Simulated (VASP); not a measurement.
Write the native input for VASP 6.6.1 that does the following.

```yaml
Task: relaxation of cell and atoms
Functional: PBE
Potentials_or_basis: VASP PAW PBE potentials, release 64 (S)
Cutoff: 600 eV
k_mesh: 6 × 6 × 6
Occupations: gaussian, width 0.1 eV
Spin: no spin polarisation
Dipole_correction: no
Further_INCAR_settings: ALGO = Normal; EDIFF = 1e-06; IBRION = 2; EDIFFG = -0.04; NSW = 90; ISIF = 3
```

The structure of S lies in POSCAR:

```
S
1.0
    0.0000000000      3.2008828057      5.0383430341
    1.8479943984      0.0000000000      5.0383430341
    1.8479943984      3.2008828057      0.0000000000
S
2
Direct
    0.1666700000      0.8333300000      0.1666700000
    0.8333300000      0.1666700000      0.8333300000
```

The input as run:

INCAR

```
SYSTEM = S
PREC = Accurate ; ENCUT = 600
EDIFF = 1E-6 ; ISMEAR = 0
SIGMA = 0.1 ; LREAL = .False.
LASPH = .True. ; NELM = 100
ALGO = Normal ; ISIF = 3
LWAVE = .False. ; LCHARG = .False.
GGA = PE ; IBRION = 2
NSW = 90 ; EDIFFG = -0.04
```

KPOINTS

```
Automatic mesh
0
Gamma
  6 6 6
  0 0 0
```

Potentials or basis: VASP PAW PBE potentials, release 64 (S).

Run with:

```sh
$ cat potpaw_PBE.64/S/POTCAR > POTCAR
$ mpirun -np 1 vasp_std > vasp.out
```

Results of the run:

| Quantity | Value |
| --- | --- |
| Relaxed volume | 35.25 Å³/atom |
| Relaxed cell | a = 6.122 Å, b = 5.422 Å, c = 4.021 Å, α = 79.32°, β = 60.49°, γ = 40.20° |
| Space group after relaxing (to 0.05 Å) | Fmmm (No. 69) |
| Energy gained by relaxing | 206.7 meV/atom |
| Ionic steps | 4 |
| Pressure after relaxing | -0.1 GPa |
| Largest force after relaxing | 0.010 eV/Å |
| Band gap on the k mesh | zero (band 6 reaches 0.56 eV, above the bottom of band 7 at 0.18 eV) |

Caveat: the volume moved by over 15 % at a fixed basis, so the end points are rough.

It took 48 s on 1 thread of Intel(R) Xeon(R) 6975P-C (Granite Rapids) (shared host), peak memory 0.25 GiB.
